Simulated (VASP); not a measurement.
# LiF (I4/mmm) in VASP: notebook, part 2 of 2

VASP 6.6.1. The steps go on from the part before.

### 3 Relaxation of cell and atoms, PBE

INCAR

```
SYSTEM = LiF
ALGO = Normal
EDIFF = 1E-6
EDIFFG = -0.04
ENCUT = 600
GGA = PE
IBRION = 2
ISIF = 3
ISMEAR = 0
LASPH = .True.
LCHARG = .False.
LREAL = .False.
LWAVE = .False.
NELM = 60
NSW = 90
PREC = Accurate
SIGMA = 0.1
```

KPOINTS

```
k-points
0
Gamma
  8 8 8
  0 0 0
```

POSCAR

```
LiF
1.0
   -1.4232357500      1.4232357500      6.0494436300
    1.4232357500     -1.4232357500      6.0494436300
    1.4232357500      1.4232357500     -6.0494436300
Li F
3 3
Direct
    0.0000000000      0.0000000000      0.0000000000
    0.6778756600      0.6778756600      0.0000000000
    0.3221243400      0.3221243400      0.0000000000
    0.1476332300      0.1476332300      0.0000000000
    0.8523667700      0.8523667700      0.0000000000
    0.5000000000      0.5000000000      0.0000000000
```

Potentials or basis: VASP PAW PBE potentials, release 64 (Li_sv, F).

Command:

```
$ cat potpaw_PBE.64/Li_sv/POTCAR potpaw_PBE.64/F/POTCAR > POTCAR
$ mpirun -np 1 vasp_std > vasp.out
```

OUTCAR:

```text
SYSTEM = LiF
   EDIFF = 1E-6
   EDIFFG = -0.04
   ENCUT = 600
   GGA = PE
   IBRION = 2
   ISIF = 3
   ISMEAR = 0
   LASPH = .True.
   LREAL = .False.
   NELM = 60
   NSW = 90
   PREC = Accurate

 ion  position               nearest neighbor table
   1  0.000  0.000  0.000-   4 1.79   5 1.79   6 2.01   6 2.01   6 2.01   6 2.01
   2  0.678  0.678  0.000-   4 2.05   4 2.05   4 2.05   4 2.05   5 2.11   6 2.15
   3  0.322  0.322  0.000-   5 2.05   5 2.05   5 2.05   5 2.05   4 2.11   6 2.15
   4  0.148  0.148  0.000-   1 1.79   2 2.05   2 2.05   2 2.05   2 2.05   3 2.11
   5  0.852  0.852  0.000-   1 1.79   3 2.05   3 2.05   3 2.05   3 2.05   2 2.11
   6  0.500  0.500  0.000-   1 2.01   1 2.01   1 2.01   1 2.01   3 2.15   2 2.15

  LATTYP: Found a body centered tetragonal cell.
 ALAT       =     2.8464715000
 C/A-ratio  =     4.2504859999

  Lattice vectors:

 A1 = (  -1.4232357500,   1.4232357500,   6.0494436300)
 A2 = (   1.4232357500,  -1.4232357500,   6.0494436300)
 A3 = (   1.4232357500,   1.4232357500,  -6.0494436300)

[... 191 lines left out ...]
 Fermi energy:         0.5547104448

 k-point     1 :       0.0000    0.0000    0.0000
  band No.  band energies     occupation
      1     -42.7872      2.00000
      2     -42.7249      2.00000
      3     -40.5654      2.00000
      4     -21.2119      2.00000
      5     -21.0803      2.00000
      6     -19.2171      2.00000
[... 718 lines left out ...]
--------------------------------------- Ionic step        6  -------------------------------------------

 number of electron      29.9999990 magnetization

 Free energy of the ion-electron system (eV)
  ---------------------------------------------------
  ext. energy  EPLUGINS =         0.00000000
  ---------------------------------------------------
  free energy    TOTEN  =       -28.92387522 eV

  energy without entropy =      -28.92387522  energy(sigma->0) =      -28.92387522

 E-fermi :  -0.6998     XC(G=0):  -9.8937

 val. band max:       -1.1281114689   @ k =   0.0000   0.0000   0.0000
 cond. band min:       7.7947318871   @ k =   0.0000   0.0000   0.0000
 fundamental gap:      8.9228433560
 Fermi energy:        -0.6998346508

 k-point     1 :       0.0000    0.0000    0.0000
  band No.  band energies     occupation
      1     -42.0897      2.00000
      2     -42.0389      2.00000
      3     -42.0373      2.00000
      4     -21.0570      2.00000
      5     -20.5929      2.00000
      6     -20.5763      2.00000
[... 552 lines left out ...]
  FREE ENERGIE OF THE ION-ELECTRON SYSTEM (eV)
  ---------------------------------------------------
  free  energy   TOTEN  =       -28.9238752192 eV

  energy  without entropy=      -28.9238752192  energy(sigma->0) =      -28.92387522

 reached required accuracy - stopping structural energy minimisation
```

OSZICAR:

```text
N       E                     dE             d eps       ncg     rms          rms(c)
DAV:   1     0.241610031045E+03    0.24161E+03   -0.17686E+04  2242   0.188E+03
DAV:   2    -0.128077238697E+02   -0.25442E+03   -0.24633E+03  2786   0.433E+02
DAV:   3    -0.289594368236E+02   -0.16152E+02   -0.16088E+02  3755   0.949E+01
[... 53 lines left out ...]
DAV:   3    -0.289242425008E+02    0.46866E-03   -0.33748E-03  3075   0.482E-01    0.172E-01
DAV:   4    -0.289238960724E+02    0.34643E-03   -0.68449E-04  3798   0.241E-01    0.351E-02
DAV:   5    -0.289238733799E+02    0.22693E-04   -0.10373E-04  2864   0.918E-02    0.359E-03
DAV:   6    -0.289238746232E+02   -0.12434E-05   -0.53753E-06  3165   0.190E-02    0.176E-03
DAV:   7    -0.289238752192E+02   -0.59596E-06   -0.30483E-07  1491   0.628E-03
   6 F= -.28923875E+02 E0= -.28923875E+02  d E =-.684052E-02
```

CONTCAR:

```text
LiF
   1.00000000000000
    -1.4317020049130640    1.4317020049130640    6.0891653457778210
     1.4317020049130640   -1.4317020049130640    6.0891653457778210
     1.4317020049130640    1.4317020049130640   -6.0891653457778210
  Li              F
     3     3
Direct
     0.0000000000000000    0.0000000000000000    0.0000000000000000
     0.6674681310645021    0.6674681310645021    0.0000000000000000
     0.3325318689354980    0.3325318689354980    0.0000000000000000
     0.1671284993655288    0.1671284993655288    0.0000000000000000
     0.8328715006344711    0.8328715006344711    0.0000000000000000
     0.5000000000000000    0.5000000000000000    0.0000000000000000

  0.00000000E+00  0.00000000E+00  0.00000000E+00
  0.00000000E+00  0.00000000E+00  0.00000000E+00
  0.00000000E+00  0.00000000E+00  0.00000000E+00
  0.00000000E+00  0.00000000E+00  0.00000000E+00
  0.00000000E+00  0.00000000E+00  0.00000000E+00
  0.00000000E+00  0.00000000E+00  0.00000000E+00
```

Wall time 21 min (1 thread of Intel Xeon 8259CL, shared host); peak memory 0.42 GiB.

Results:

| Item | Value |
| --- | --- |
| Free energy | -28.9239 eV |
| Relaxed volume | 8.32 Å³/atom |
| Relaxed cell | a = 6.417 Å, b = 6.417 Å, c = 6.417 Å, α = 154.22°, β = 154.22°, γ = 36.79° |
| Space group after relaxing (to 0.1 Å) | Fm-3m (No. 225) |
| Energy gained by relaxing | 129.1 meV/atom |
| Ionic steps | 6 |
| Pressure after relaxing | 0.1 GPa |
| Largest force after relaxing | 0.038 eV/Å |
| Band gap on the k mesh | 8.92 eV |

Forces in eV/Å, atoms in the order of the input:
```
Li   0.000  0.000  0.000
Li   0.000  0.000 -0.038
Li   0.000  0.000  0.038
F    0.000  0.000 -0.021
F    0.000  0.000  0.021
F    0.000  0.000  0.000
```

The path:
```
step  energy change (eV)  largest force (eV/Å)  pressure (GPa)  volume (Å³)
   1              0.0000                2.6710            3.24        49.02
   2             -0.6176                1.0920            0.03        50.20
   3             -0.7680                0.0632           -1.54        51.22
   4             -0.7680                0.0885           -1.49        51.18
   5             -0.7734                0.0615           -0.66        50.49
   6             -0.7748                0.0380            0.08        49.93
```

Final structure:
```cif
data_structure
_symmetry_space_group_name_H-M 'P 1'
_symmetry_Int_Tables_number 1
_cell_length_a 6.4170
_cell_length_b 6.4170
_cell_length_c 6.4170
_cell_angle_alpha 154.216
_cell_angle_beta 154.216
_cell_angle_gamma 36.785
_cell_volume 49.93
loop_
_atom_site_label
_atom_site_type_symbol
_atom_site_fract_x
_atom_site_fract_y
_atom_site_fract_z
_atom_site_occupancy
Li1 Li 0.00000 0.00000 0.00000 1
Li2 Li 0.66747 0.66747 0.00000 1
Li3 Li 0.33253 0.33253 0.00000 1
F1 F 0.16713 0.16713 0.00000 1
F2 F 0.83287 0.83287 0.00000 1
F3 F 0.50000 0.50000 0.00000 1
```

Caveat: the cutoff is under 1.25 times the usual one of these potentials, so pressure, stress and relaxed cells hold a basis-set (Pulay) error.
